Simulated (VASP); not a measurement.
Be8H: single point with PBE

The system is Be8H.

```xyz
9
Lattice="6.5425 0.0000 0.0000 0.0000 3.2511 0.0000 0.0000 0.0000 3.2512" Properties=species:S:1:pos:R:3 pbc="T T T"
Be    2.5938    2.4213    2.4213
Be    5.6753    2.4331    2.4331
Be    0.6775    0.8299    2.4213
Be    4.1385    0.8181    2.4331
Be    0.6775    2.4213    0.8299
Be    4.1385    2.4331    0.8181
Be    2.5938    0.8299    0.8299
Be    5.6753    0.8181    0.8181
H     1.6356    0.0000    0.0000
```

- Program: VASP 6.6.1
- Task: single point
- Functional: PBE
- Potentials or basis: VASP PAW PBE potentials, release 64 (Be, H)
- Cutoff: 520 eV
- k mesh: 4 × 6 × 6
- Occupations: gaussian, width 0.1 eV
- Spin: no spin polarisation

- Pressure: 0.1 GPa
- Largest force: 0.004 eV/Å

Forces in eV/Å, atoms in the order of the input:
```
Be  -0.003 -0.002 -0.002
Be  -0.004  0.000  0.000
Be   0.003  0.002 -0.002
Be   0.004  0.000  0.000
Be   0.003 -0.002  0.002
Be   0.004  0.000  0.000
Be  -0.003  0.002  0.002
Be  -0.004  0.000  0.000
H    0.000  0.000  0.000
```

Levels at points of the mesh, in eV from the Fermi level:
| k point | band 4 | band 5 | band 6 | band 7 | band 8 | band 9 | band 10 | band 11 | band 12 | band 13 |
| --- | --- | --- | --- | --- | --- | --- | --- | --- | --- | --- |
| (0.00, 0.00, 0.00) | -3.90 | -2.24 | -2.19 | 0.15 | 0.59 | 0.81 | 1.61 | 3.08 | 3.15 | 3.15 |
| (0.50, 0.00, 0.00) | -5.03 | -2.60 | -1.71 | -1.66 | -1.07 | 3.35 | 3.35 | 3.40 | 3.40 | 4.21 |
| (0.00, 0.50, 0.00) | -5.93 | -5.86 | -5.66 | -0.54 | 0.95 | 1.14 | 1.26 | 2.91 | 3.05 | 3.90 |
| (0.50, 0.50, 0.00) | -7.59 | -4.03 | -2.61 | -2.54 | -2.41 | 1.14 | 1.68 | 1.78 | 2.14 | 6.03 |
| (0.00, 0.50, 0.50) | -5.75 | -5.18 | -4.71 | -4.71 | -4.70 | -1.73 | -0.14 | -0.14 | -0.11 | 3.72 |
| (0.50, 0.50, 0.50) | -5.43 | -5.43 | -5.25 | -5.25 | -5.13 | -0.88 | 1.25 | 1.26 | 1.26 | 2.13 |

Run time: 22 s on 1 thread of AMD EPYC 9R45 (Zen 5), on a shared host, peak memory 0.14 GiB.
